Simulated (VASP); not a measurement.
Runs of VASP 6.6.1 on NaI. The structure is that of space group Pm-3m (No. 221), or close to it. The cells are those of the table. 

| task | level | cell | k mesh | cutoff (eV) | smearing | grid for exact exchange (PRECFOCK) | share of exact exchange | gap on the mesh (eV) | pressure (GPa) |
| --- | --- | --- | --- | --- | --- | --- | --- | --- | --- |
| relaxation of cell and atoms | PBEsol | relaxed from a = 4.062 Å, 2 atoms | 6 × 6 × 6 | 600 | fermi-dirac 0.02 eV | - | - | (a) | 0.0 |
| single point | PBE | a = 4.041 Å, 2 atoms | 6 × 6 × 6 | 520 | fermi-dirac 0.02 eV | - | - | 2.30 | 0.3 |
| single point | HF | a = 4.041 Å, 2 atoms | 4 × 4 × 4 | 520 | gaussian 0.01 eV | Normal | 1 | 9.26 | 2.2 |
| single point | r2SCAN | a = 4.041 Å, 2 atoms | 6 × 6 × 6 | 520 | fermi-dirac 0.02 eV | - | - | (b) | 0.0 |
| single point | PBE | a = 4.041 Å, 2 atoms | 4 × 4 × 4 | 520 | gaussian 0.01 eV | - | - | 2.29 | (c) |

Alike in all rows: potentials or basis VASP PAW PBE potentials, release 64 (Na_pv, I); no spin polarisation.

Question: Estimate the missing entries.

Answer: (a) 2.26; (b) 3.07; (c) 0.5.

Caveats: the structure was generated, so it needn't be the stable form of NaI; spin-orbit coupling is left out, which moves the levels of the heavy elements; the PAW data sets were made with another functional, which shifts forces and pressure a little (at least some runs).

A k mesh can miss the band edges, and the runs leave out spin-orbit coupling on I.
